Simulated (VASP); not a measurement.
# KCl (Fm-3m) in VASP: a series of runs

The runs below take KCl through equation of state, with PBEsol.

All numbers are computed with VASP 6.6.1; they aren't measurements. Logs are shortened: lines on timing, memory, paths and dates and some standing lists are left out, and cuts for length are marked.

### Step 1. The cell of the first run

Symmetry: Fm-3m, No. 225, cubic system. Conventional cell: a = 6.293 Å, b = 6.293 Å, c = 6.293 Å, α = 90.00°, β = 90.00°, γ = 90.00°. K (site symmetry m-3m) has 6 Cl at 3.15 Å within 4.1 Å. Within 4.1 Å of Cl (site symmetry m-3m) lie 6 K at 3.15 Å.

### Step 2. Equation of state, PBEsol

POSCAR.step1 reads:

```
KCl
1.0
    0.0000000000      3.0602215640      3.0602215640
    3.0602215640      0.0000000000      3.0602215640
    3.0602215640      3.0602215640      0.0000000000
K Cl
1 1
Direct
    0.0000000000      0.0000000000      0.0000000000
    0.5000000000      0.5000000000      0.5000000000
```

POSCAR.step2 reads:

```
KCl
1.0
    0.0000000000      3.1039449222      3.1039449222
    3.1039449222      0.0000000000      3.1039449222
    3.1039449222      3.1039449222      0.0000000000
K Cl
1 1
Direct
    0.0000000000      0.0000000000      0.0000000000
    0.5000000000      0.5000000000      0.5000000000
```

POSCAR.step3 reads:

```
KCl
1.0
    0.0000000000      3.1464700000      3.1464700000
    3.1464700000      0.0000000000      3.1464700000
    3.1464700000      3.1464700000      0.0000000000
K Cl
1 1
Direct
    0.0000000000      0.0000000000      0.0000000000
    0.5000000000      0.5000000000      0.5000000000
```

POSCAR.step4 reads:

```
KCl
1.0
    0.0000000000      3.1878756693      3.1878756693
    3.1878756693      0.0000000000      3.1878756693
    3.1878756693      3.1878756693      0.0000000000
K Cl
1 1
Direct
    0.0000000000      0.0000000000      0.0000000000
    0.5000000000      0.5000000000      0.5000000000
```

POSCAR.step5 reads:

```
KCl
1.0
    0.0000000000      3.2282328102      3.2282328102
    3.2282328102      0.0000000000      3.2282328102
    3.2282328102      3.2282328102      0.0000000000
K Cl
1 1
Direct
    0.0000000000      0.0000000000      0.0000000000
    0.5000000000      0.5000000000      0.5000000000
```

INCAR reads:

```
GGA      = PS             # functional
ISMEAR   = 0              # smearing method
SIGMA    = 0.03           # smearing width, eV
LWAVE    = False          # write WAVECAR
LCHARG   = False          # write CHGCAR
ISIF     = 2              # what is computed and relaxed
NSW      = 0              # ionic steps
PREC     = Accurate       # precision mode
LASPH    = True           # aspherical terms in the spheres
LREAL    = False          # projectors in reciprocal space
ALGO     = Normal         # electronic algorithm
EDIFF    = 1E-6           # SCF threshold, eV
NELM     = 120            # most SCF steps
GGA_COMPAT= False        
ENCUT    = 340            # plane-wave cutoff, eV
EFERMI   = MIDGAP
```

KPOINTS reads:

```
Automatic mesh
0
Gamma
  6 6 6
  0 0 0
```

Potentials or basis: VASP PAW PBE potentials, release 64 (K_sv, Cl).

Run with:

```
$ cat potpaw_PBE.64/K_sv/POTCAR potpaw_PBE.64/Cl/POTCAR > POTCAR
$ cp POSCAR.step1 POSCAR
$ mpirun -np 1 vasp_std > vasp.out
$ cp POSCAR.step2 POSCAR
$ mpirun -np 1 vasp_std > vasp.out
$ cp POSCAR.step3 POSCAR
$ mpirun -np 1 vasp_std > vasp.out
$ cp POSCAR.step4 POSCAR
$ mpirun -np 1 vasp_std > vasp.out
$ cp POSCAR.step5 POSCAR
$ mpirun -np 1 vasp_std > vasp.out
```

OUTCAR:

```text
GGA = PS
   ISMEAR = 0
   ISIF = 2
   NSW = 0
   PREC = Accurate
   LASPH = True
   LREAL = False
   EDIFF = 1E-6
   NELM = 120
   ENCUT = 340
   EFERMI = MIDGAP

 Found     16 irreducible k-points:

 Following reciprocal coordinates:
            Coordinates               Weight
  0.000000  0.000000  0.000000      1.000000
  0.166667  0.000000  0.000000      8.000000
  0.333333  0.000000  0.000000      8.000000
  0.500000  0.000000  0.000000      4.000000
  0.166667  0.166667  0.000000      6.000000
  0.333333  0.166667  0.000000     24.000000
   k-points           NKPTS =     16   k-points in BZ     NKDIM =     16   number of bands    NBANDS=     12
   number of dos      NEDOS =    301   number of ions     NIONS =      2
   total plane-waves  NPLWV =  21952
   dimension x,y,z NGX =    28 NGY =   28 NGZ =   28
   dimension x,y,z NGXF=    56 NGYF=   56 NGZF=   56
   ions per type =               1   1
   NGX,Y,Z   is equivalent  to a cutoff of  10.20, 10.20, 10.20 a.u.
   NGXF,Y,Z  is equivalent  to a cutoff of  20.39, 20.39, 20.39 a.u.
 SYSTEM =  unknown system
   PREC   = accura    normal or accurate (medium, high low for compatibility)
   ISTART =      0    job   : 0-new  1-cont  2-samecut
   ICHARG =      2    charge: 1-file 2-atom 10-const
   ISPIN  =      1    spin polarized calculation?
   LNONCOLLINEAR =      F non collinear calculations
   LSORBIT =      F    spin-orbit coupling
   LASPH  =      T    aspherical Exc in radial PAW
   ENCUT  =  340.0 eV  24.99 Ry    5.00 a.u.   6.86  6.86  6.86*2*pi/ulx,y,z
   NELM   =    120;   NELMIN=  2; NELMDL=  0     # of ELM steps
   EDIFF  = 0.1E-05   stopping-criterion for ELM
   LREAL  =      F    real-space projection
   EDIFFG = 0.1E-04   stopping-criterion for IOM
   NSW    =      0    number of steps for IOM
   IBRION =     -1    ionic relax: 0-MD 1-quasi-New 2-CG
   NFREE  =      0    steps in history (QN), initial steepest desc. (CG)
   ISIF   =      2    stress and relaxation
   ISYM   =      2    0-nonsym 1-usesym 2-fastsym
   POTIM  = 0.5000    time-step for ionic-motion
   TEBEG  =    0.0;   TEEND  =   0.0 temperature during run

   SCALEE = 1.0000    scale energy and forces
   PSTRESS=    0.0 pullay stress
   NELECT =      16.0000    total number of electrons
   NUPDOWN=      -1.0000    fix difference up-down
   EMIN   =  10.00;   EMAX   =-10.00  energy-range for DOS
   EFERMI =   0.00;   METHOD = MIDGAP
   ISMEAR =     0;   SIGMA  =   0.03  broadening in eV -4-tet -1-fermi 0-gaus
   EFERMI_NEDOS =   21; number of points for ismear=-14 and -15
   IALGO  =     38    algorithm
   IMIX   =      4    mixing-type and parameters
     AMIX     =   0.40;   BMIX     =  1.00
     AMIX_MAG =   1.60;   BMIX_MAG =  1.00
  volume/ion in A,a.u.               =      33.64       227.03
  Fermi-wavevector in a.u.,A,eV,Ry     =   1.014238  1.916632 13.996030  1.028679
  Thomas-Fermi vector in A             =   2.147454
   LORBIT       =      0    0 simple, 1 ext, 2 COOP (PROOUT), +10 PAW based schemes
   GGA     = PS    functional components
   LHFCALC =     F    Hartree Fock is set to
   AEXX    =    0.0000 exact exchange contribution
   IVDW    =     0    specifies the selected vdW correction
   LEPSILON=     F    determine dielectric tensor
   LRPA    =     F    only Hartree local field effects (RPA)

   CSHIFT  =0.1000    complex shift for real part using Kramers Kronig

   OMEGAMAX=  -1.0    maximum frequency
 non-spin polarized calculation
 Gauss-broadening in eV      SIGMA  =   0.03
  energy-cutoff  :      340.00
  volume of cell :       67.29
 maximum number of plane-waves:       982
   NGX = 13   NGY = 13   NGZ = 13

 number of electron      15.9999992 magnetization

 Free energy of the ion-electron system (eV)
  ---------------------------------------------------
  ext. energy  EPLUGINS =         0.00000000
  ---------------------------------------------------
  free energy    TOTEN  =        -6.99624516 eV

  energy without entropy =       -6.99624516  energy(sigma->0) =       -6.99624516

 E-fermi :   0.2085     XC(G=0):  -7.3914

 val. band max:       -2.1877073700   @ k =   0.0000   0.0000   0.0000
 cond. band min:       2.6046698114   @ k =   0.0000   0.0000   0.0000
 fundamental gap:      4.7923771814
 Fermi energy:         0.2084812207

 k-point     1 :       0.0000    0.0000    0.0000
  band No.  band energies     occupation
      1     -29.4288      2.00000
      2     -14.1978      2.00000
      3     -12.9516      2.00000
      4     -12.9516      2.00000
      5     -12.9516      2.00000
      6      -2.1877      2.00000
      7      -2.1877      2.00000
      8      -2.1877      2.00000
      9       2.6047      0.00000
     10       6.0677      0.00000
     11       6.0677      0.00000
     12       6.0677      0.00000

 k-point     2 :       0.1667    0.0000    0.0000
  band No.  band energies     occupation
      1     -29.4270      2.00000
      2     -14.2411      2.00000
      3     -12.9536      2.00000
      4     -12.9536      2.00000
      5     -12.8974      2.00000
      6      -2.4726      2.00000
      7      -2.2600      2.00000
      8      -2.2600      2.00000
      9       3.2035      0.00000
     10       5.8650      0.00000
     11       6.3886      0.00000
     12       6.3886      0.00000
[... 31 lines left out ...]
 k-point     5 :       0.1667    0.1667    0.0000
  band No.  band energies     occupation
      1     -29.4264      2.00000
      2     -14.2366      2.00000
      3     -12.9621      2.00000
      4     -12.9621      2.00000
      5     -12.8915      2.00000
      6      -2.5514      2.00000
      7      -2.2519      2.00000
      8      -2.2519      2.00000
      9       3.3391      0.00000
     10       5.4299      0.00000
     11       6.7101      0.00000
     12       6.7101      0.00000

 k-point     6 :       0.3333    0.1667    0.0000
  band No.  band energies     occupation
      1     -29.4234      2.00000
      2     -14.2684      2.00000
      3     -12.9695      2.00000
      4     -12.9678      2.00000
      5     -12.8532      2.00000
      6      -2.8237      2.00000
      7      -2.3882      2.00000
      8      -2.3478      2.00000
      9       4.3001      0.00000
     10       5.2378      0.00000
     11       7.3683      0.00000
     12       7.5361      0.00000

 [... further k-points ...]

------------------------ aborting loop because EDIFF is reached ----------------------------------------

  FORCE on cell =-STRESS in cart. coord.  units (eV):
  Direction    XX          YY          ZZ          XY          YZ          ZX
  --------------------------------------------------------------------------------------
  -------------------------------------------------------------------------------------
  Total       -0.6094026     -0.6094026     -0.6094026     -0.0000000     -0.0000000      0.0000000
  in kB      -14.5107654    -14.5107654    -14.5107654     -0.0000000     -0.0000000      0.0000000
  external PRESSURE =     -14.5107654 kB  Pullay stress =       0.0000000 kB

 VOLUME and BASIS-vectors are now :
 -----------------------------------------------------------------------------
  energy-cutoff  :      340.00
  volume of cell :       67.29
      direct lattice vectors                 reciprocal lattice vectors
     0.000000000  3.228232810  3.228232810    -0.154883501  0.154883501  0.154883501
     3.228232810  0.000000000  3.228232810     0.154883501 -0.154883501  0.154883501
     3.228232810  3.228232810  0.000000000     0.154883501  0.154883501 -0.154883501

 POSITION                                       TOTAL-FORCE (eV/Angst)
 -----------------------------------------------------------------------------------
      0.00000      0.00000      0.00000        -0.000000     -0.000000      0.000000
      3.22823      3.22823      3.22823         0.000000      0.000000     -0.000000
 -----------------------------------------------------------------------------------
    total drift:                                0.000000      0.000000      0.000000

  FREE ENERGIE OF THE ION-ELECTRON SYSTEM (eV)
  ---------------------------------------------------
  free  energy   TOTEN  =        -6.9962451577 eV

  energy  without entropy=       -6.9962451577  energy(sigma->0) =       -6.99624516
```

OUTCAR.step1:

```text
GGA = PS
   ISMEAR = 0
   ISIF = 2
   NSW = 0
   PREC = Accurate
   LASPH = True
   LREAL = False
[... 208 lines left out ...]
      0.00000      0.00000      0.00000         0.000000      0.000000     -0.000000
      3.06022      3.06022      3.06022         0.000000      0.000000      0.000000
 -----------------------------------------------------------------------------------
    total drift:                                0.000000      0.000000      0.000000

  FREE ENERGIE OF THE ION-ELECTRON SYSTEM (eV)
  ---------------------------------------------------
  free  energy   TOTEN  =        -7.0095879460 eV

  energy  without entropy=       -7.0095879460  energy(sigma->0) =       -7.00958795
```

It took 26 s on 1 thread of Intel Xeon 6975P-C (Granite Rapids), shared host; peak memory 0.15 GiB.

What came out:

```yaml
Equilibrium_volume: 30.58 Å³/atom
Bulk_modulus: 18.4 GPa
Pressure_derivative_of_the_bulk_modulus: "5.0 (rough: it moves with the points fitted)"
```

Energy against volume, from the lowest point:
```csv
volume (Å³/atom),energy (meV/atom)
28.659,7.30
29.905,0.29
31.151,0.00
32.397,4.91
33.643,13.97
```

Caveat: the PAW data sets were made with another functional, which shifts forces and pressure a little.

### Step 3. Equation of state, PBEsol

POSCAR.step1 reads:

```
KCl
1.0
    0.0000000000      3.0490933873      3.0490933873
    3.0490933873      0.0000000000      3.0490933873
    3.0490933873      3.0490933873      0.0000000000
K Cl
1 1
Direct
    0.0000000000      0.0000000000      0.0000000000
    0.5000000000      0.5000000000      0.5000000000
```

POSCAR.step2 reads:

```
KCl
1.0
    0.0000000000      3.0822383035      3.0822383035
    3.0822383035      0.0000000000      3.0822383035
    3.0822383035      3.0822383035      0.0000000000
K Cl
1 1
Direct
    0.0000000000      0.0000000000      0.0000000000
    0.5000000000      0.5000000000      0.5000000000
```

POSCAR.step3 reads:

```
KCl
1.0
    0.0000000000      3.1146853016      3.1146853016
    3.1146853016      0.0000000000      3.1146853016
    3.1146853016      3.1146853016      0.0000000000
K Cl
1 1
Direct
    0.0000000000      0.0000000000      0.0000000000
    0.5000000000      0.5000000000      0.5000000000
```

POSCAR.step4 reads:

```
KCl
1.0
    0.0000000000      3.1464700000      3.1464700000
    3.1464700000      0.0000000000      3.1464700000
    3.1464700000      3.1464700000      0.0000000000
K Cl
1 1
Direct
    0.0000000000      0.0000000000      0.0000000000
    0.5000000000      0.5000000000      0.5000000000
```

POSCAR.step5 reads:

```
KCl
1.0
    0.0000000000      3.1776251945      3.1776251945
    3.1776251945      0.0000000000      3.1776251945
    3.1776251945      3.1776251945      0.0000000000
K Cl
1 1
Direct
    0.0000000000      0.0000000000      0.0000000000
    0.5000000000      0.5000000000      0.5000000000
```

POSCAR.step6 reads:

```
KCl
1.0
    0.0000000000      3.2081811574      3.2081811574
    3.2081811574      0.0000000000      3.2081811574
    3.2081811574      3.2081811574      0.0000000000
K Cl
1 1
Direct
    0.0000000000      0.0000000000      0.0000000000
    0.5000000000      0.5000000000      0.5000000000
```

POSCAR.step7 reads:

```
KCl
1.0
    0.0000000000      3.2381658968      3.2381658968
    3.2381658968      0.0000000000      3.2381658968
    3.2381658968      3.2381658968      0.0000000000
K Cl
1 1
Direct
    0.0000000000      0.0000000000      0.0000000000
    0.5000000000      0.5000000000      0.5000000000
```

Changes to INCAR since step 2:

```diff
@@ -11,6 +11,6 @@
 ALGO     = Normal         # electronic algorithm
-EDIFF    = 1E-6           # SCF threshold, eV
+EDIFF    = 1E-7           # SCF threshold, eV
 NELM     = 120            # most SCF steps
 GGA_COMPAT= False        
-ENCUT    = 340            # plane-wave cutoff, eV
+ENCUT    = 650            # plane-wave cutoff, eV
 EFERMI   = MIDGAP
```

KPOINTS reads:

```
Automatic mesh
0
Gamma
  10 10 10
  0 0 0
```

Potentials or basis: VASP PAW PBE potentials, release 64 (K_sv, Cl).

Run with:

```
$ cat potpaw_PBE.64/K_sv/POTCAR potpaw_PBE.64/Cl/POTCAR > POTCAR
$ cp POSCAR.step1 POSCAR
$ mpirun -np 1 vasp_std > vasp.out
$ cp POSCAR.step2 POSCAR
$ mpirun -np 1 vasp_std > vasp.out
$ cp POSCAR.step3 POSCAR
$ mpirun -np 1 vasp_std > vasp.out
$ cp POSCAR.step4 POSCAR
$ mpirun -np 1 vasp_std > vasp.out
$ cp POSCAR.step5 POSCAR
$ mpirun -np 1 vasp_std > vasp.out
$ cp POSCAR.step6 POSCAR
$ mpirun -np 1 vasp_std > vasp.out
$ cp POSCAR.step7 POSCAR
$ mpirun -np 1 vasp_std > vasp.out
```

Run time: 2.6 min. Hardware: 1 thread of Intel Xeon 6975P-C (Granite Rapids), shared host; peak memory 0.26 GiB.

It converged, with:

```yaml
Equilibrium_volume: 30.57 Å³/atom
Bulk_modulus: 18.4 GPa
Pressure_derivative_of_the_bulk_modulus: 5.0
```

Energy against volume, from the lowest point:
| volume (Å³/atom) | energy (meV/atom) |
| --- | --- |
| 28.347 | 10.53 |
| 29.282 | 3.15 |
| 30.216 | 0.00 |
| 31.151 | 0.38 |
| 32.085 | 3.69 |
| 33.020 | 9.44 |
| 33.954 | 17.23 |

Caveat: the PAW data sets were made with another functional, which shifts forces and pressure a little.
